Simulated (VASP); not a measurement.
## NaCl: single point with PBE

NaCl:

```xyz
2
Lattice="0.0000 2.8100 2.8100 2.8100 0.0000 2.8100 2.8100 2.8100 0.0000" Properties=species:S:1:pos:R:3 pbc="T T T"
Na   -0.0051    0.0005   -0.0117
Cl    2.8133    2.8097    2.8176
```

| Quantity | Value |
| --- | --- |
| Program | VASP 6.6.1 |
| Task | single point |
| Functional | PBE |
| Potentials or basis | VASP PAW PBE potentials, release 64 (Na_pv, Cl) |
| Cutoff | 500 eV |
| k mesh | 4 × 4 × 4 |
| Occupations | gaussian, width 0.01 eV |
| Spin | no spin polarisation |
| Dipole correction | no |
| Further INCAR settings | ALGO = Normal; EDIFF = 1e-06; NBANDS = 14 |

```json
{
 "Pressure": "1.0 GPa",
 "Largest force": "0.031 eV/Å",
 "Band gap on the k mesh": "5.15 eV, direct"
}
```

Forces in eV/Å, atoms in the order of the input:
```
Na   0.012 -0.001  0.028
Cl  -0.012  0.001 -0.028
```

Levels at points of the mesh, in eV from the valence-band top:
| k point | band 4 | band 5 | band 6 | band 7 | band 8 | band 9 | band 10 | band 11 |
| --- | --- | --- | --- | --- | --- | --- | --- | --- |
| (0.00, 0.00, 0.00) | -12.68 | 0.00 | 0.00 | 0.00 | 5.15 | 11.13 | 11.13 | 11.13 |
| (0.50, 0.00, 0.00) | -12.34 | -1.96 | -0.27 | -0.27 | 7.29 | 10.71 | 11.00 | 11.00 |
| (0.00, 0.50, 0.00) | -12.34 | -1.96 | -0.27 | -0.27 | 7.29 | 10.71 | 11.00 | 11.00 |
| (0.00, 0.00, 0.50) | -12.34 | -1.96 | -0.27 | -0.27 | 7.29 | 10.71 | 11.00 | 11.00 |
| (0.50, 0.50, 0.50) | -12.34 | -1.96 | -0.27 | -0.27 | 7.29 | 10.71 | 11.00 | 11.00 |
| (0.50, 0.50, 0.00) | -12.29 | -1.69 | -0.61 | -0.61 | 7.56 | 8.07 | 11.40 | 14.87 |
| (0.00, 0.50, 0.50) | -12.29 | -1.69 | -0.61 | -0.61 | 7.56 | 8.07 | 11.40 | 14.87 |
| (0.50, 0.00, 0.50) | -12.29 | -1.69 | -0.61 | -0.61 | 7.56 | 8.07 | 11.40 | 14.87 |

It took 18 s on 1 thread of Intel(R) Xeon(R) Platinum 8488C (Sapphire Rapids), with other jobs on the host, peak memory 0.16 GiB.

Caveat: the k points lie up to 0.48 Å⁻¹ apart. Expect the measured gap to be larger: semilocal functionals such as PBE lack the derivative discontinuity.
